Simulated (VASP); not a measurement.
A run of VASP 6.6.1:

INCAR

```
  PREC = Accurate
  ENCUT = 500
  EDIFF = 1E-6
  ISMEAR = -1
  SIGMA = 0.05
  LREAL = False
  LASPH = True
  NELM = 120
  ALGO = Normal
  ISIF = 2
  LWAVE = False
  LCHARG = False
  GGA = PS
  NBANDS = 14
  GGA_COMPAT = False
```

The input KPOINTS:

```
Automatic mesh
0
Gamma
  7 7 7
```

Contents of POSCAR:

```
NaCl
1.0
    0.0000000000      2.7940632177      2.8220038499
    2.7940632177      0.0000000000      2.8220038499
    2.7940632177      2.7940632177      0.0000000000
Cl Na
1 1
Direct
    0.5000000000      0.5000000000      0.5000000000
    0.0000000000      0.0000000000      0.0000000000
```

Potentials or basis: VASP PAW PBE potentials, release 64 (Cl, Na_pv).

Launch:

```sh
$ cat potpaw_PBE.64/Cl/POTCAR potpaw_PBE.64/Na_pv/POTCAR > POTCAR
$ mpirun -np 1 vasp_std > vasp.out
```

Hardware: 1 thread of Intel Xeon 8259CL, with other jobs on the host.

**Question.** How long does it take, and how much memory?

**Answer.** Run time: 46 s on 1 thread of Intel Xeon 8259CL, with other jobs on the host, peak memory 0.17 GiB. Counts: scf iterations 12, k points 40.
